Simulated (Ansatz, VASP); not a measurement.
# Two plane-wave programs on Mg

INCAR

```
SYSTEM = Mg
ALGO = Normal ; EDIFF = 1E-7
ENCUT = 520 ; GGA = PE
ISIF = 2 ; ISMEAR = -1
LASPH = .TRUE. ; LCHARG = .FALSE.
LREAL = .FALSE. ; LWAVE = .FALSE.
NBANDS = 12 ; NELM = 60
PREC = Accurate ; SIGMA = 0.1
```

Contents of KPOINTS:

```
k-points
0
G
  13 13 4
  0 0 0
```

The input POSCAR:

```
Mg
1.0
    3.2798920862      0.0000000000      0.0000000000
   -1.6399460431      2.8404698683      0.0000000000
    0.0000000000      0.0000000000     10.6684096170
Mg
4
Direct
    0.0000000000      0.0000000000      1.0000000000
    1.0000000000      0.0000000000      0.5000000000
    0.3333333333      0.6666666667      0.2500000000
    0.6666666667      0.3333333333      0.7500000000
```

Input for Ansatz:

```yaml
crystal:
  lattice:
    - [3.2798920862, 0.0, 0.0]
    - [-1.6399460431, 2.8404698683, 0.0]
    - [0.0, 0.0, 10.668409617]
  atoms:
    - { symbol: Mg, position: [0.0, 0.0, 1.0] }
    - { symbol: Mg, position: [1.0, 0.0, 0.5] }
    - { symbol: Mg, position: [0.3333333333, 0.6666666667, 0.25] }
    - { symbol: Mg, position: [0.6666666667, 0.3333333333, 0.75] }
hamiltonian:
  xc: pbe
  pseudopotentials:
    kind: paw
    azcp:
      Mg: "pseudopotentials/Mg.paw.azcp"
basis:
  ecutwfc: 420
  fft_grid_basis: typed
kpoints:
  mp_grid: { grid: [13, 13, 4], shift: [0, 0, 0] }
magnetization:
  spin_polarized: false
scf:
  occupations: { method: fermi_dirac, width: 0.1 }
  lower_state_search: "off"
output:
  stress: true
  write_density: true
  write_potential: true
  elf: true
  volumetric_format: npy
```

Alike in both runs: task single point; functional PBE; k mesh 13 × 13 × 4; occupations fermi-dirac, width 0.1 eV; no spin polarisation.

|  | VASP | Ansatz |
| --- | --- | --- |
| version | VASP 6.6.1 | Ansatz 0.2.0 |
| potentials or method | VASP PAW PBE potentials, release 64 (Mg), cutoff 520 eV | plane waves (420 eV) with PAW, scalar-relativistic |
| valence electrons in the cell | 8 | 40 |

|  | VASP | Ansatz | Ansatz less VASP |
| --- | --- | --- | --- |
| pressure (GPa) | -2.4 | -2.3 | +0.12 |

VASP's potentials hold 8 valence electrons a cell and Ansatz's 40, so a difference there can come from the potentials and not from the codes.
